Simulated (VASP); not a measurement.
The system is CuO.

```xyz
4
Lattice="2.3102 -1.6882 0.0000 2.3102 1.6882 0.0000 -0.8385 0.0000 4.9895" Properties=species:S:1:pos:R:3 pbc="T T T"
Cu    0.7358   -0.8441    2.4948
Cu    1.1551    0.8441    0.0000
O     1.6813    0.2755    3.7421
O     2.1006   -0.2755    1.2474
```

Program: VASP 6.6.1. Alike in all runs: task single point; no spin polarisation; cell as given; k mesh 10 × 10 × 5; cutoff (eV) 520; smearing fermi-dirac 0.05 eV.

Task: Order these runs on this cell by their pressure, lowest first.
A. level LDA; potentials or basis VASP PAW LDA potentials, release 64 (Cu, O)
B. level revPBE; potentials or basis VASP PAW PBE potentials, release 64 (Cu, O)
C. level PBE+D3(BJ); potentials or basis VASP PAW PBE potentials, release 64 (Cu, O)

Result: A (-1.4 GPa), C (10.0 GPa), B (19.3 GPa).

Caveats: the cell stands under pressure (at least some runs); the PAW data sets were made with another functional, which shifts forces and pressure a little (at least some runs).
